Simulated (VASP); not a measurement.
**Te2Mo: single point with LDA**

The system is Te2Mo, a slab with vacuum.

```
Te Mo
1.0
     3.56023    0.00000    0.00000
    -1.78012    3.08325    0.00000
     0.00000    0.00000   17.52406
Te Mo
2 1
Direct
  0.33333 0.66667 0.89786
  0.33333 0.66667 0.10214
  0.00000 0.00000 0.00143
```

This cell differs from its parent crystal: all Mo atoms moved +0.025 Å, as atom 3 along Cartesian [0 0 1].

| Property | Result |
| --- | --- |
| Program | VASP 6.6.1 |
| Task | single point |
| Functional | LDA |
| Potentials or basis | VASP PAW LDA potentials, release 64 (Te, Mo_sv) |
| Cutoff | 520 eV |
| k mesh | 12 × 12 × 2 |
| Occupations | gaussian, width 0.05 eV |
| Spin | no spin polarisation |
| Dipole correction | no |
| Further INCAR settings | ALGO = Normal; EDIFF = 1e-06; NBANDS = 20 |

The largest force is 0.622 eV/Å and the band gap on the k mesh is 1.04 eV.

Forces in eV/Å, atoms in the order of the input:
```
Te   0.000  0.000  0.622
Te   0.000  0.000 -0.101
Mo   0.000  0.000 -0.521
```

Levels at points of the mesh, in eV from the valence-band top:
```tsv
k point	band 10	band 11	band 12	band 13	band 14	band 15	band 16	band 17
(0.00, 0.00, 0.00)	-1.60	-0.89	-0.89	-0.36	3.05	3.05	3.37	3.37
(0.50, 0.00, 0.00)	-2.29	-1.51	-0.67	-0.32	1.39	1.73	3.30	3.72
(0.00, 0.00, 0.50)	-1.60	-0.89	-0.89	-0.36	3.05	3.05	3.37	3.37
(0.50, 0.00, 0.50)	-2.29	-1.51	-0.67	-0.32	1.39	1.73	3.30	3.72
```

Wall time 6.9 min on 1 thread of Intel Xeon 8259CL, on a shared host, peak memory 0.34 GiB.

Caveat: the cell differs from its parent crystal (all Mo atoms moved +0.025 Å, as atom 3 along Cartesian [0 0 1]); spin-orbit coupling is left out, which moves the levels of the heavy elements.
